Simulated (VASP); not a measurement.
Runs of VASP 6.6.1 on CoSn. It takes space group P6/mmm (No. 191, hexagonal). The conventional cell has a = 5.246 Å, b = 5.246 Å, c = 4.188 Å, α = 90.00°, β = 90.00°, γ = 120.00°. Sn (site symmetry 6/mmm) has 6 Co at 2.62 Å within 3.5 Å. Within 3.4 Å of Sn (site symmetry -6m2) lie 6 Co at 2.58 Å and 3 Sn at 3.03 Å. Co (site symmetry mmm) has 6 Sn at 2.58 to 2.62 Å and 4 Co at 2.62 Å within 3.4 Å. 

```csv
level,spin,fixed moment (μB),k mesh,cutoff (eV),smearing,dipole correction,tolerance level,purpose,start,pressure (GPa),moment (μB)
PBEsol,"collinear, ferromagnetic start",1.5,5 × 5 × 6,520,fermi-dirac 0.05 eV,no,-,-,-,-1.3,1.50
PBEsol,"collinear, ferromagnetic start",3.0,5 × 5 × 6,520,fermi-dirac 0.05 eV,no,-,-,-,0.5,3.00
PBEsol,"collinear, zero start",0.0,5 × 5 × 6,520,fermi-dirac 0.05 eV,no,-,-,-,(b),0.00
SCAN,"collinear, ferromagnetic start",-,7 × 7 × 8,440,methfessel-paxton 0.1 eV,-,tight,restart,from scratch,(a),2.43
```

Alike in all rows: task single point; potentials or basis VASP PAW PBE potentials, release 64 (Sn_d, Co); cell as given.

Question: Estimate the missing entries.

Answer: (a) 1.4; (b) -2.0.

Caveats: the PAW data sets were made with another functional, which shifts forces and pressure a little; the total moment is fixed, so each spin has its own Fermi level (at least some runs).
